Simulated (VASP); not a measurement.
# Bi (P6_3/mmc) in VASP: notebook, part 3 of 3

VASP 6.6.1. Earlier steps stand in the parts before.

## (5) Single point, LDA (32.90 Å³/atom)

This run uses another cell than the first one, of 32.90 Å³/atom.

File INCAR:

```
PREC = Accurate
ENCUT = 520
EDIFF = 1E-6
ISMEAR = -1
SIGMA = 0.1
LREAL = F
LASPH = T
NELM = 60
ALGO = Normal
ISIF = 2
LWAVE = F
LCHARG = F
GGA = CA
NBANDS = 22
```

File KPOINTS:

```
Automatic mesh
0
Gamma
  12 12 6
```

File POSCAR:

```
Bi
1.0
    3.5924050535      0.0000000000      0.0000000000
   -1.7962025268      3.1111140370      0.0000000000
    0.0000000000      0.0000000000      5.8881980198
Bi
2
Direct
    0.3333333333      0.6666666667      0.2500000000
    0.6666666667      0.3333333333      0.7500000000
```

Potentials or basis: VASP PAW LDA potentials, release 64 (Bi_d).

Command:

```console
cat potpaw_LDA.64/Bi_d/POTCAR > POTCAR
mpirun -np 1 vasp_std > vasp.out
```

OUTCAR:

```text
PREC = Accurate
   ENCUT = 520
   EDIFF = 1E-6
   ISMEAR = -1
   LREAL = F
   LASPH = T
   NELM = 60
   ISIF = 2
   GGA = CA

 ion  position               nearest neighbor table
   1  0.333  0.667  0.250-   2 3.60   2 3.60   2 3.60   2 3.60   2 3.60   2 3.60
   2  0.667  0.333  0.750-   1 3.60   1 3.60   1 3.60   1 3.60   1 3.60   1 3.60

  LATTYP: Found a hexagonal cell.
 ALAT       =     3.5924050535
 C/A-ratio  =     1.6390685160

  Lattice vectors:

 A1 = (   3.5924050535,   0.0000000000,   0.0000000000)
 A2 = (  -1.7962025268,   3.1111140370,   0.0000000000)
 A3 = (   0.0000000000,   0.0000000000,   5.8881980198)

Analysis of symmetry for initial positions (statically):
=====================================================================
 Subroutine PRICEL returns:
 Original cell was already a primitive cell.

 Routine SETGRP: Setting up the symmetry group for a
 hexagonal supercell.

 Subroutine GETGRP returns: Found 24 space group operations
 (whereof 12 operations were pure point group operations)
 out of a pool of 24 trial point group operations.

The static configuration has the point symmetry D_3d.
 The point group associated with its full space group is D_6h.

Analysis of symmetry for dynamics (positions and initial velocities):
=====================================================================
 Subroutine PRICEL returns:
 Original cell was already a primitive cell.

 Routine SETGRP: Setting up the symmetry group for a
 hexagonal supercell.

 Subroutine GETGRP returns: Found 24 space group operations
 (whereof 12 operations were pure point group operations)
 out of a pool of 24 trial point group operations.

The dynamic configuration has the point symmetry D_3d.
 The point group associated with its full space group is D_6h.

 Subroutine INISYM returns: Found 24 space group operations
 (whereof 12 operations are pure point group operations),
[... 110 lines left out ...]
   EFERMI =   0.00;   METHOD = LEGACY
   ISMEAR =    -1;   SIGMA  =   0.10  broadening in eV -4-tet -1-fermi 0-gaus
   EFERMI_NEDOS =   21; number of points for ismear=-14 and -15
   IALGO  =     38    algorithm
   IMIX   =      4    mixing-type and parameters
     AMIX     =   0.40;   BMIX     =  1.00
     AMIX_MAG =   1.60;   BMIX_MAG =  1.00
  volume/ion in A,a.u.               =      32.90       222.05
  Fermi-wavevector in a.u.,A,eV,Ry     =   1.259952  2.380964 21.598967  1.587479
  Thomas-Fermi vector in A             =   2.393486
   LORBIT       =      0    0 simple, 1 ext, 2 COOP (PROOUT), +10 PAW based schemes
   GGA     = CA    functional components
   LHFCALC =     F    Hartree Fock is set to
   AEXX    =    0.0000 exact exchange contribution
   IVDW    =     0    specifies the selected vdW correction
   LEPSILON=     F    determine dielectric tensor
   LRPA    =     F    only Hartree local field effects (RPA)
 non-spin polarized calculation
  energy-cutoff  :      520.00
  volume of cell :       65.81
 maximum number of plane-waves:      1804
 NGX is ok and might be reduce to    28
   NGX = 13   NGY = 13   NGZ = 21

 number of electron      29.9999996 magnetization

 Free energy of the ion-electron system (eV)
  ---------------------------------------------------
  ext. energy  EPLUGINS =         0.00000000
  ---------------------------------------------------
  free energy    TOTEN  =        -8.80843412 eV

  energy without entropy =       -8.76851302  energy(sigma->0) =       -8.78847357

 E-fermi :   7.0588     XC(G=0): -10.2701

 val. band max:        7.0331024882   @ k =   0.2500   0.0000   0.1667
 cond. band min:       7.0604278066   @ k =   0.4167   0.0833   0.1667
 fundamental gap:      0.0273253184
 Fermi energy:         7.0587647299

 k-point     1 :       0.0000    0.0000    0.0000
  band No.  band energies     occupation
      1     -15.9289      2.00000
      2     -15.9190      2.00000
      3     -15.9122      2.00000
      4     -15.9122      2.00000
      5     -15.9054      2.00000
      6     -15.9054      2.00000
[... 589 lines left out ...]
     21      15.3618      0.00000
     22      16.6135      0.00000

 [... further k-points ...]

------------------------ aborting loop because EDIFF is reached ----------------------------------------

  FORCE on cell =-STRESS in cart. coord.  units (eV):
  Direction    XX          YY          ZZ          XY          YZ          ZX
  --------------------------------------------------------------------------------------
  -------------------------------------------------------------------------------------
  Total       -2.4564090     -2.4564090     -2.0607453      0.0000000     -0.0000000      0.0000000
  in kB      -59.8036405    -59.8036405    -50.1708264      0.0000000     -0.0000000      0.0000000
  external PRESSURE =     -56.5927025 kB  Pullay stress =       0.0000000 kB

 VOLUME and BASIS-vectors are now :
 -----------------------------------------------------------------------------
  energy-cutoff  :      520.00
  volume of cell :       65.81
      direct lattice vectors                 reciprocal lattice vectors
     3.592405053  0.000000000  0.000000000     0.278365047  0.160714135  0.000000000
    -1.796202527  3.111114037  0.000000000     0.000000000  0.321428269  0.000000000
     0.000000000  0.000000000  5.888198020     0.000000000  0.000000000  0.169831245

 POSITION                                       TOTAL-FORCE (eV/Angst)
 -----------------------------------------------------------------------------------
     -0.00000      2.07408      1.47205         0.000000     -0.000000      0.000000
      1.79620      1.03704      4.41615        -0.000000      0.000000      0.000000
 -----------------------------------------------------------------------------------
    total drift:                               -0.000000      0.000000     -0.000000

  FREE ENERGIE OF THE ION-ELECTRON SYSTEM (eV)
  ---------------------------------------------------
  free  energy   TOTEN  =        -8.8084341245 eV

  energy  without entropy=       -8.7685130223  energy(sigma->0) =       -8.78847357
```

stdout:

```text
POSCAR found type information on POSCAR Bi
 POSCAR found :  1 types and       2 ions
 scaLAPACK will be used
 LDA part: xc-table for (Slater(with rela. corr.)+CA(PZ))
 , standard interpolation
 POSCAR, INCAR and KPOINTS ok, starting setup
 FFT: planning ... GRIDC
 FFT: planning ... GRID_SOFT
 FFT: planning ... GRID
 WAVECAR not read
 entering main loop
```

Run time: 100 s. Hardware: 1 thread of Intel Xeon 8259CL, shared host; peak memory 0.21 GiB.

Results:

```yaml
Free_energy: -8.8084 eV
Pressure: -5.7 GPa
Band_gap_on_the_k_mesh: zero (bands 15 and 16 overlap by 6.37 eV)
```

Caveat: the cell stands under tension; spin-orbit coupling is left out, which moves the levels of the heavy elements.

## (6) Single point, LDA

File INCAR:

```
PREC = Accurate
ENCUT = 520
EDIFF = 1E-6
ISMEAR = -1
SIGMA = 0.1
LREAL = F
LASPH = T
NELM = 100
ALGO = Normal
ISIF = 2
LWAVE = F
LCHARG = T
LELF = T
LVHAR = T
NBANDS = 22
```

File KPOINTS:

```
Automatic mesh
0
Gamma
  17 17 9
```

File POSCAR:

```
Bi
1.0
    3.4592288244      0.0000000000      0.0000000000
   -1.7296144122      2.9957800394      0.0000000000
    0.0000000000      0.0000000000      5.6699130555
Bi
2
Direct
    0.3333333333      0.6666666667      0.2500000000
    0.6666666667      0.3333333333      0.7500000000
```

Potentials or basis: VASP PAW LDA potentials, release 64 (Bi_d).

Command:

```console
cat potpaw_LDA.64/Bi_d/POTCAR > POTCAR
mpirun -np 1 vasp_std > vasp.out
```

Wall time 3.2 min (1 thread of Intel Xeon 8259CL, shared host); peak memory 0.27 GiB.

It converged, with:

| Property | Result |
| --- | --- |
| Free energy | -8.9260 eV |
| Pressure | 0.2 GPa |
| Band gap on the k mesh | zero (bands 15 and 16 overlap by 6.82 eV) |

Stress tensor (GPa, compression positive):
```
0.10 0.00 0.00
0.00 0.10 0.00
0.00 0.00 0.43
```

Levels at points of the mesh, in eV from the Fermi level:
| k point | band 13 | band 14 | band 15 | band 16 | band 17 | band 18 |
| --- | --- | --- | --- | --- | --- | --- |
| (0.00, 0.00, 0.00) | -5.65 | 3.57 | 3.57 | 5.24 | 5.24 | 5.30 |

Caveat: spin-orbit coupling is left out, which moves the levels of the heavy elements.

## (7) Summary

| cell | k mesh | gap on the mesh (eV) | pressure (GPa) |
| --- | --- | --- | --- |
| a = 3.459, b = 3.459, c = 5.670 Å, angles 90.0, 90.0, 120.0°, 2 atoms | 12 × 12 × 6 | none | 0.0 |
| a = 3.505, b = 3.505, c = 5.745 Å, angles 90.0, 90.0, 120.0°, 2 atoms | 12 × 12 × 6 | none | -2.3 |
| a = 3.549, b = 3.549, c = 5.817 Å, angles 90.0, 90.0, 120.0°, 2 atoms | 12 × 12 × 6 | none | -4.2 |
| a = 3.592, b = 3.592, c = 5.888 Å, angles 90.0, 90.0, 120.0°, 2 atoms | 12 × 12 × 6 | none | -5.7 |
| a = 3.459, b = 3.459, c = 5.670 Å, angles 90.0, 90.0, 120.0°, 2 atoms | 17 × 17 × 9 | none | 0.2 |

Alike in all rows: task single point; level LDA; potentials or basis VASP PAW LDA potentials, release 64 (Bi_d); no spin polarisation; cutoff (eV) 520; smearing fermi-dirac 0.1 eV.

Caveats: spin-orbit coupling is left out, which moves the levels of the heavy elements; the cell stands under tension (at least some runs).

Absolute energies hang on the potentials; compare differences alone.
